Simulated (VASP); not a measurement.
Crystal: Cu.

```
Cu
1.0
     1.24236   -4.05437    0.00000
     1.24236    4.05437    0.00000
     0.00000    0.00000    2.52405
Cu
2
Direct
  0.86613 0.13387 0.75000
  0.13387 0.86613 0.25000
```

Base run:

```yaml
Program: VASP 6.6.1
Functional: PBE
Potentials_or_basis: VASP PAW PBE potentials, release 64 (Cu)
Cutoff: 520 eV
k_mesh: 11 × 11 × 11
Occupations: fermi-dirac, width 0.05 eV
Spin: no spin polarisation
```

Its results: band gap on the k mesh zero (bands 11 and 12 overlap by 5.32 eV); pressure -0.9 GPa; largest force 0.019 eV/Å.

Problem. The run is repeated on the same cell with these changes: functional from PBE to r2SCAN; further incar settings from ALGO = Fast; EDIFF = 1e-07; NBANDS = 18 to ALGO = Normal; EDIFF = 1e-06; NBANDS = 18. What comes out?

Solution. Band gap on the k mesh zero (bands 11 and 12 overlap by 5.62 eV); pressure -6.5 GPa; largest force 0.063 eV/Å.

Caveats: the cell stands under tension (at least some runs); the PAW data sets were made with another functional, which shifts forces and pressure a little (at least some runs).
